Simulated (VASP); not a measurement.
# ZrB2 (P6/mmm) in VASP: a series of runs

The runs below take ZrB2 through single point, with LDA.

Everything below comes from runs of VASP 6.6.1. Logs are shortened: lines on timing, memory, paths and dates and some standing lists are left out, and cuts for length are marked.

## (1) The cell of the first run

The structure is hexagonal, space group P6/mmm (No. 191). Conventional cell: a = 3.372 Å, b = 3.372 Å, c = 3.131 Å, α = 90.00°, β = 90.00°, γ = 120.00°. Zr (site symmetry 6/mmm) has 12 B at 2.50 Å and 8 Zr at 3.13 to 3.37 Å within 3.4 Å. Within 2.6 Å of B (site symmetry -6m2) lie 3 B at 1.95 Å and 6 Zr at 2.50 Å.

## (2) Single point, LDA (10.28 Å³/atom)

INCAR reads:

```
SYSTEM = ZrB2
PREC = Accurate
ENCUT = 520
EDIFF = 1E-7
ISMEAR = 0
SIGMA = 0.15
LREAL = .False.
LASPH = .True.
NELM = 100
ALGO = Normal
ISIF = 2
LWAVE = .False.
LCHARG = .False.
GGA = CA
NBANDS = 16
```

KPOINTS reads:

```
regular mesh
0
Gamma
  18 18 12
  0 0 0
```

POSCAR reads:

```
ZrB2
1.0
    3.3722624615      0.0000000000      0.0000000000
   -1.6861312308      2.9204649599      0.0000000000
    0.0000000000      0.0000000000      3.1308084693
Zr B
1 2
Direct
    0.0000000000      0.0000000000      0.0000000000
    0.3333333333      0.6666666667      0.5000000000
    0.6666666667      0.3333333333      0.5000000000
```

Potentials or basis: VASP PAW LDA potentials, release 64 (Zr_sv, B).

Started as:

```sh
$ cat potpaw_LDA.64/Zr_sv/POTCAR potpaw_LDA.64/B/POTCAR > POTCAR
$ mpirun -np 1 vasp_std > vasp.out
```

OUTCAR:

```text
SYSTEM = ZrB2
   PREC = Accurate
   ENCUT = 520
   EDIFF = 1E-7
   ISMEAR = 0
   LREAL = .False.
   LASPH = .True.
   NELM = 100
   ISIF = 2
   GGA = CA

 ion  position               nearest neighbor table
   1  0.000  0.000  0.000-   2 2.50   3 2.50   2 2.50   3 2.50   3 2.50   3 2.50   2 2.50   2 2.50
                             3 2.50   3 2.50   2 2.50   2 2.50
   2  0.333  0.667  0.500-   3 1.95   3 1.95   3 1.95   1 2.50   1 2.50   1 2.50   1 2.50   1 2.50
                             1 2.50
   3  0.667  0.333  0.500-   2 1.95   2 1.95   2 1.95   1 2.50   1 2.50   1 2.50   1 2.50   1 2.50
                             1 2.50

  LATTYP: Found a hexagonal cell.
 ALAT       =     3.3722624615
 C/A-ratio  =     0.9284000000

  Lattice vectors:

 A1 = (   3.3722624615,   0.0000000000,   0.0000000000)
 A2 = (  -1.6861312308,   2.9204649599,   0.0000000000)
 A3 = (   0.0000000000,   0.0000000000,   3.1308084693)

Analysis of symmetry for initial positions (statically):
=====================================================================
 Subroutine PRICEL returns:
 Original cell was already a primitive cell.

 Routine SETGRP: Setting up the symmetry group for a
 hexagonal supercell.

 Subroutine GETGRP returns: Found 24 space group operations
 (whereof 24 operations were pure point group operations)
 out of a pool of 24 trial point group operations.

The static configuration has the point symmetry D_6h.

Analysis of symmetry for dynamics (positions and initial velocities):
=====================================================================
 Subroutine PRICEL returns:
 Original cell was already a primitive cell.

 Routine SETGRP: Setting up the symmetry group for a
 hexagonal supercell.

 Subroutine GETGRP returns: Found 24 space group operations
 (whereof 24 operations were pure point group operations)
 out of a pool of 24 trial point group operations.

The dynamic configuration has the point symmetry D_6h.

 Subroutine INISYM returns: Found 24 space group operations
 (whereof 24 operations are pure point group operations),
 and found     1 'primitive' translations

----------------------------------------------------------------------------------------

                                     Primitive cell

  volume of cell :      30.8340

  direct lattice vectors                    reciprocal lattice vectors
     3.372262462  0.000000000  0.000000000     0.296536824  0.171205615  0.000000000
    -1.686131231  2.920464960  0.000000000     0.000000000  0.342411230  0.000000000
     0.000000000  0.000000000  3.130808469     0.000000000  0.000000000  0.319406316

  length of vectors
     3.372262462  3.372262462  3.130808469     0.342411230  0.342411230  0.319406316

  position of ions in fractional coordinates (direct lattice)
     0.000000000  0.000000000  0.000000000
     0.333333333  0.666666667  0.500000000
     0.666666667  0.333333333  0.500000000

  ion indices of the primitive-cell ions
   primitive index   ion index
                 1           1
                 2           2
                 3           3

----------------------------------------------------------------------------------------

 KPOINTS: regular mesh

Automatic generation of k-mesh.
 Grid dimensions read from file:
 generate k-points for:   18   18   12

 Generating k-lattice:

  Cartesian coordinates                     Fractional coordinates (reciprocal lattice)
     0.016474268  0.009511423  0.000000000     0.055555556  0.000000000  0.000000000
     0.000000000  0.019022846  0.000000000     0.000000000  0.055555556  0.000000000
     0.000000000  0.000000000  0.026617193     0.000000000  0.000000000  0.083333333

  Length of vectors
     0.019022846  0.019022846  0.026617193

  Shift w.r.t. Gamma in fractional coordinates (k-lattice)
     0.000000000  0.000000000  0.000000000

 Subroutine IBZKPT returns following result:
 ===========================================

 Found    259 irreducible k-points:

 Following reciprocal coordinates:
            Coordinates               Weight
  0.000000  0.000000  0.000000      1.000000
  0.055556 -0.000000  0.000000      6.000000
  0.111111 -0.000000  0.000000      6.000000
  0.166667  0.000000  0.000000      6.000000
  0.222222 -0.000000  0.000000      6.000000
  0.277778  0.000000  0.000000      6.000000
[... 16 lines left out ...]
  0.333333  0.111111  0.000000     12.000000
  0.388889  0.111111  0.000000     12.000000
 [... further k-points ...]
   k-points           NKPTS =    259   k-points in BZ     NKDIM =    259   number of bands    NBANDS=     16
   number of dos      NEDOS =    301   number of ions     NIONS =      3
   total plane-waves  NPLWV =  18816
   dimension x,y,z NGX =    28 NGY =   28 NGZ =   24
   dimension x,y,z NGXF=    56 NGYF=   56 NGZF=   48
   ions per type =               1   2
   NGX,Y,Z   is equivalent  to a cutoff of  13.80, 13.80, 12.74 a.u.
   NGXF,Y,Z  is equivalent  to a cutoff of  27.61, 27.61, 25.49 a.u.
 SYSTEM =  ZrB2
   PREC   = accura    normal or accurate (medium, high low for compatibility)
   ISTART =      0    job   : 0-new  1-cont  2-samecut
   ICHARG =      2    charge: 1-file 2-atom 10-const
   ISPIN  =      1    spin polarized calculation?
   LNONCOLLINEAR =      F non collinear calculations
   LSORBIT =      F    spin-orbit coupling
   LASPH  =      T    aspherical Exc in radial PAW
   ENCUT  =  520.0 eV  38.22 Ry    6.18 a.u.   6.27  6.27  5.82*2*pi/ulx,y,z
   NELM   =    100;   NELMIN=  2; NELMDL= -5     # of ELM steps
   EDIFF  = 0.1E-06   stopping-criterion for ELM
   LREAL  =      F    real-space projection
   EDIFFG = 0.1E-05   stopping-criterion for IOM
   NSW    =      0    number of steps for IOM
   IBRION =     -1    ionic relax: 0-MD 1-quasi-New 2-CG
   NFREE  =      0    steps in history (QN), initial steepest desc. (CG)
   ISIF   =      2    stress and relaxation
   ISYM   =      2    0-nonsym 1-usesym 2-fastsym
   POTIM  = 0.5000    time-step for ionic-motion
   TEBEG  =    0.0;   TEEND  =   0.0 temperature during run
   PSTRESS=    0.0 pullay stress
   NELECT =      18.0000    total number of electrons
   NUPDOWN=      -1.0000    fix difference up-down
   EMIN   =  10.00;   EMAX   =-10.00  energy-range for DOS
   EFERMI =   0.00;   METHOD = LEGACY
   ISMEAR =     0;   SIGMA  =   0.15  broadening in eV -4-tet -1-fermi 0-gaus
   EFERMI_NEDOS =   21; number of points for ismear=-14 and -15
   IALGO  =     38    algorithm
   IMIX   =      4    mixing-type and parameters
     AMIX     =   0.40;   BMIX     =  1.00
     AMIX_MAG =   1.60;   BMIX_MAG =  1.00
  volume/ion in A,a.u.               =      10.28        69.36
  Fermi-wavevector in a.u.,A,eV,Ry     =   1.368219  2.585560 25.470433  1.872024
  Thomas-Fermi vector in A             =   2.494203
   LORBIT       =      0    0 simple, 1 ext, 2 COOP (PROOUT), +10 PAW based schemes
   GGA     = CA    functional components
   LHFCALC =     F    Hartree Fock is set to
   AEXX    =    0.0000 exact exchange contribution
   IVDW    =     0    specifies the selected vdW correction
   LEPSILON=     F    determine dielectric tensor
   LRPA    =     F    only Hartree local field effects (RPA)
 non-spin polarized calculation
 Gauss-broadening in eV      SIGMA  =   0.15
  energy-cutoff  :      520.00
  volume of cell :       30.83
 maximum number of plane-waves:       857
 NGX is ok and might be reduce to    28
   NGX = 13   NGY = 13   NGZ = 11

 number of electron      18.0000000 magnetization

 Free energy of the ion-electron system (eV)
  ---------------------------------------------------
  ext. energy  EPLUGINS =         0.00000000
  ---------------------------------------------------
  free energy    TOTEN  =       -26.76624675 eV

  energy without entropy =      -26.76356802  energy(sigma->0) =      -26.76490739

 E-fermi :  10.2559     XC(G=0): -12.5940

 val. band max:       10.2502017665   @ k =   0.2778   0.2778   0.0000
 cond. band min:      10.2680870975   @ k =   0.3333   0.2222   0.0000
 fundamental gap:      0.0178853311
 Fermi energy:        10.2558797458

 k-point     1 :       0.0000    0.0000    0.0000
  band No.  band energies     occupation
      1     -37.7010      2.00000
      2     -15.7770      2.00000
      3     -15.7312      2.00000
      4     -15.7312      2.00000
      5      -1.8432      2.00000
      6       6.6780      2.00000
[... 8 lines left out ...]
     15      16.1665      0.00000
     16      16.1665      0.00000

 k-point     2 :       0.0556   -0.0000    0.0000
  band No.  band energies     occupation
      1     -37.6992      2.00000
      2     -15.7742      2.00000
      3     -15.7517      2.00000
      4     -15.7358      2.00000
      5      -1.7831      2.00000
      6       6.5240      2.00000
[... 8 lines left out ...]
     15      16.4279      0.00000
     16      16.4686      0.00000

 k-point     3 :       0.1111   -0.0000    0.0000
  band No.  band energies     occupation
      1     -37.6938      2.00000
      2     -15.8101      2.00000
      3     -15.7661      2.00000
      4     -15.7488      2.00000
      5      -1.6061      2.00000
      6       6.1179      2.00000
[... 8 lines left out ...]
     15      16.9061      0.00000
     16      17.1484      0.00000

 k-point     4 :       0.1667    0.0000    0.0000
  band No.  band energies     occupation
      1     -37.6856      2.00000
      2     -15.8982      2.00000
      3     -15.7687      2.00000
      4     -15.7536      2.00000
      5      -1.3218      2.00000
      6       5.5677      2.00000
[... 8 lines left out ...]
     15      16.9671      0.00000
     16      17.3420      0.00000
[... 324 lines left out ...]
 k-point    22 :       0.2778    0.1111    0.0000
  band No.  band energies     occupation
      1     -37.6518      2.00000
      2     -16.2129      2.00000
      3     -15.8811      2.00000
      4     -15.7023      2.00000
      5       0.1738      2.00000
      6       3.7309      2.00000
[... 8 lines left out ...]
     15      18.3379      0.00000
     16      19.0935      0.00000

 k-point    23 :       0.3333    0.1111    0.0000
  band No.  band energies     occupation
      1     -37.6440      2.00000
      2     -16.2830      2.00000
      3     -15.9062      2.00000
      4     -15.6905      2.00000
      5       0.7258      2.00000
      6       3.1571      2.00000
[... 8 lines left out ...]
     15      19.1762      0.00000
     16      19.4502      0.00000

 k-point    24 :       0.3889    0.1111    0.0000
  band No.  band energies     occupation
      1     -37.6389      2.00000
      2     -16.3282      2.00000
      3     -15.9225      2.00000
      4     -15.6827      2.00000
      5       1.2939      2.00000
      6       2.5829      2.00000
[... 8 lines left out ...]
     15      18.9965      0.00000
     16      19.8212      0.00000

 [... further k-points ...]

------------------------ aborting loop because EDIFF is reached ----------------------------------------

  FORCE on cell =-STRESS in cart. coord.  units (eV):
  Direction    XX          YY          ZZ          XY          YZ          ZX
  --------------------------------------------------------------------------------------
  -------------------------------------------------------------------------------------
  Total       -5.3311087     -5.3311087      5.6472807      0.0000000     -0.0000000      0.0000000
  in kB     -277.0117880   -277.0117880    293.4405254      0.0000000     -0.0000000      0.0000000
  external PRESSURE =     -86.8610169 kB  Pullay stress =       0.0000000 kB

 VOLUME and BASIS-vectors are now :
 -----------------------------------------------------------------------------
  energy-cutoff  :      520.00
  volume of cell :       30.83
      direct lattice vectors                 reciprocal lattice vectors
     3.372262462  0.000000000  0.000000000     0.296536824  0.171205615  0.000000000
    -1.686131231  2.920464960  0.000000000     0.000000000  0.342411230  0.000000000
     0.000000000  0.000000000  3.130808469     0.000000000  0.000000000  0.319406316

 POSITION                                       TOTAL-FORCE (eV/Angst)
 -----------------------------------------------------------------------------------
      0.00000      0.00000      0.00000         0.000000      0.000000     -0.000000
     -0.00000      1.94698      1.56540        -0.000000      0.000000     -0.000000
      1.68613      0.97349      1.56540         0.000000     -0.000000      0.000000
 -----------------------------------------------------------------------------------
    total drift:                               -0.000000      0.000000      0.000000

  FREE ENERGIE OF THE ION-ELECTRON SYSTEM (eV)
  ---------------------------------------------------
  free  energy   TOTEN  =       -26.7662467473 eV

  energy  without entropy=      -26.7635680227  energy(sigma->0) =      -26.76490739
```

Wall time 69 s (1 thread of AMD EPYC 9R45 (Zen 5), shared host); peak memory 0.2 GiB.

What came out:

```
Free energy            : -26.7662 eV
Pressure               : -8.7 GPa
Band gap on the k mesh : zero (bands 9 and 10 overlap by 1.66 eV)
```

Stress tensor (GPa, compression positive):
```
-27.70   0.00   0.00
  0.00 -27.70   0.00
  0.00   0.00  29.34
```

Levels at points of the mesh, in eV from the Fermi level:
| k point | band 6 | band 7 | band 8 | band 9 | band 10 | band 11 | band 12 | band 13 |
| --- | --- | --- | --- | --- | --- | --- | --- | --- |
| (0.00, 0.00, 0.00) | -3.58 | -3.58 | -2.05 | -0.44 | 2.69 | 3.76 | 3.76 | 4.31 |
| (0.50, 0.00, 0.00) | -8.14 | -3.03 | -2.72 | -2.16 | 3.01 | 3.30 | 3.62 | 4.15 |
| (0.00, 0.00, 0.50) | -6.65 | -1.29 | -1.29 | -1.01 | -1.01 | 0.88 | 0.88 | 3.53 |
| (0.50, 0.00, 0.50) | -6.03 | -5.02 | -4.02 | -2.12 | 3.85 | 4.65 | 5.62 | 7.15 |

Caveat: the stress differs along the axes, from -28 to 29 GPa.

## (3) Single point, LDA (10.28 Å³/atom)

INCAR reads:

```
PREC     = Accurate       # precision mode
ENCUT    = 520            # plane-wave cutoff, eV
EDIFF    = 1E-6           # SCF threshold, eV
ISMEAR   = 0              # smearing method
SIGMA    = 0.15           # smearing width, eV
LREAL    = F              # projectors in reciprocal space
LASPH    = T              # aspherical terms in the spheres
NELM     = 60             # most SCF steps
ALGO     = Normal         # electronic algorithm
ISIF     = 2              # what is computed and relaxed
LWAVE    = F              # write WAVECAR
LCHARG   = F              # write CHGCAR
NBANDS   = 16             # bands
```

KPOINTS reads:

```
Automatic mesh
0
Gamma
  18 18 12
```

POSCAR reads:

```
ZrB2
1.0
    3.2385581069      0.0000000000      0.0000000000
   -1.6192790535      2.8046735922      0.0000000000
    0.0000000000      0.0000000000      3.3946566077
Zr B
1 2
Direct
    0.0000000000      0.0000000000      0.0000000000
    0.3333333333      0.6666666667      0.5000000000
    0.6666666667      0.3333333333      0.5000000000
```

Potentials or basis: VASP PAW LDA potentials, release 64 (Zr_sv, B).

Started as:

```sh
$ cat potpaw_LDA.64/Zr_sv/POTCAR potpaw_LDA.64/B/POTCAR > POTCAR
$ mpirun -np 1 vasp_std > vasp.out
```

Run time: 54 s. Hardware: 1 thread of AMD EPYC 9R45 (Zen 5), shared host; peak memory 0.2 GiB.

Results (log left out):

* Free energy: -27.3694 eV
* Pressure: -9.5 GPa
* Band gap on the k mesh: zero (bands 9 and 10 overlap by 0.93 eV)

Stress tensor (GPa, compression positive):
```
-16.25   0.00   0.00
  0.00 -16.25   0.00
  0.00   0.00   4.06
```

Levels at points of the mesh, in eV from the Fermi level:
```
           k point  band 7  band 8  band 9  band 10  band 11  band 12
(0.00, 0.00, 0.00)   -3.05   -2.44   -1.81     3.34     3.34     4.11
(0.50, 0.00, 0.00)   -3.47   -3.14   -2.75     2.37     2.44     4.42
(0.00, 0.00, 0.50)   -1.20   -1.20   -0.25    -0.25     0.72     0.72
(0.50, 0.00, 0.50)   -4.86   -4.16   -2.07     3.91     4.38     4.97
```

Caveat: the stress differs along the axes, from -16 to 4 GPa.

## (4) Single point, LDA (10.28 Å³/atom)

INCAR reads:

```
PREC = Accurate
ENCUT = 520
EDIFF = 1E-7
ISMEAR = 0
SIGMA = 0.15
LREAL = False
LASPH = True
NELM = 80
ALGO = Normal
ISIF = 2
LWAVE = False
LCHARG = True
GGA = CA
LELF = True
LVHAR = True
NBANDS = 16
```

KPOINTS is that of step 3.

POSCAR reads:

```
ZrB2
1.0
    3.1102064939      0.0000000000      0.0000000000
   -1.5551032470      2.6935178347      0.0000000000
    0.0000000000      0.0000000000      3.6806183649
Zr B
1 2
Direct
    0.0000000000      0.0000000000      0.0000000000
    0.3333333333      0.6666666667      0.5000000000
    0.6666666667      0.3333333333      0.5000000000
```

Started as:

```sh
$ cat potpaw_LDA.64/Zr_sv/POTCAR potpaw_LDA.64/B/POTCAR > POTCAR
$ mpirun -np 1 vasp_std > vasp.out
```

It took 62 s on 1 thread of AMD EPYC 9R45 (Zen 5), shared host; peak memory 0.2 GiB.

It converged, with:

```
Free energy            : -27.3796 eV
Pressure               : -7.8 GPa
Band gap on the k mesh : zero (bands 9 and 10 overlap by 1.45 eV)
```

Stress tensor (GPa, compression positive):
```
 -1.39   0.00   0.00
  0.00  -1.39   0.00
  0.00   0.00 -20.71
```

Levels at points of the mesh, in eV from the Fermi level:
| k point | band 7 | band 8 | band 9 | band 10 | band 11 | band 12 |
| --- | --- | --- | --- | --- | --- | --- |
| (0.00, 0.00, 0.00) | -2.74 | -2.20 | -2.20 | 3.42 | 3.42 | 3.66 |
| (0.50, 0.00, 0.00) | -4.20 | -2.90 | -2.67 | 2.10 | 2.23 | 4.96 |
| (0.00, 0.00, 0.50) | -0.68 | -0.68 | 0.76 | 0.76 | 0.83 | 0.88 |
| (0.50, 0.00, 0.50) | -4.29 | -4.08 | -1.86 | 3.01 | 4.47 | 5.42 |

Caveat: the stress differs along the axes, from -21 to -1 GPa.

## (5) Single point, LDA (10.28 Å³/atom)

INCAR reads:

```
PREC = Accurate
ENCUT = 520
EDIFF = 1E-6
ISMEAR = 0
SIGMA = 0.15
LREAL = False
LASPH = True
NELM = 100
ALGO = Normal
ISIF = 2
LWAVE = False
LCHARG = False
GGA = CA
NBANDS = 16
```

KPOINTS is that of step 4.

POSCAR reads:

```
ZrB2
1.0
    3.3047152833      0.0000000000      0.0000000000
   -1.6523576417      2.8619673876      0.0000000000
    0.0000000000      0.0000000000      3.2601016270
Zr B
1 2
Direct
    0.0000000000      0.0000000000      0.0000000000
    0.3333333333      0.6666666667      0.5000000000
    0.6666666667      0.3333333333      0.5000000000
```

Started as:

```sh
$ cat potpaw_LDA.64/Zr_sv/POTCAR potpaw_LDA.64/B/POTCAR > POTCAR
$ mpirun -np 1 vasp_std > vasp.out
```

Wall time 63 s (1 thread of AMD EPYC 9R45 (Zen 5), shared host); peak memory 0.2 GiB.

The run converged. Its results:

* Free energy: -27.1389 eV
* Pressure: -9.3 GPa
* Band gap on the k mesh: zero (bands 9 and 10 overlap by 1.21 eV)

Stress tensor (GPa, compression positive):
```
-22.20   0.00   0.00
  0.00 -22.20   0.00
  0.00   0.00  16.42
```

Levels at points of the mesh, in eV from the Fermi level:
```csv
k point,band 5,band 6,band 7,band 8,band 9,band 10,band 11,band 12,band 13,band 14
"(0.00, 0.00, 0.00)",-12.27,-3.30,-3.30,-2.21,-1.14,3.40,3.53,3.53,4.51,4.51
"(0.50, 0.00, 0.00)",-8.81,-8.23,-3.08,-2.84,-2.71,2.67,2.85,4.05,4.61,7.08
"(0.00, 0.00, 0.50)",-9.74,-6.75,-1.26,-1.26,-0.63,-0.63,0.82,0.82,3.98,4.04
"(0.50, 0.00, 0.50)",-9.66,-6.36,-4.95,-4.07,-2.07,3.87,4.82,5.13,7.00,7.50
```

Caveat: the stress differs along the axes, from -22 to 16 GPa.

(Continued in part 2 of 2.)

The gap in the log of VASP goes by the Fermi energy; the results here count the filled bands.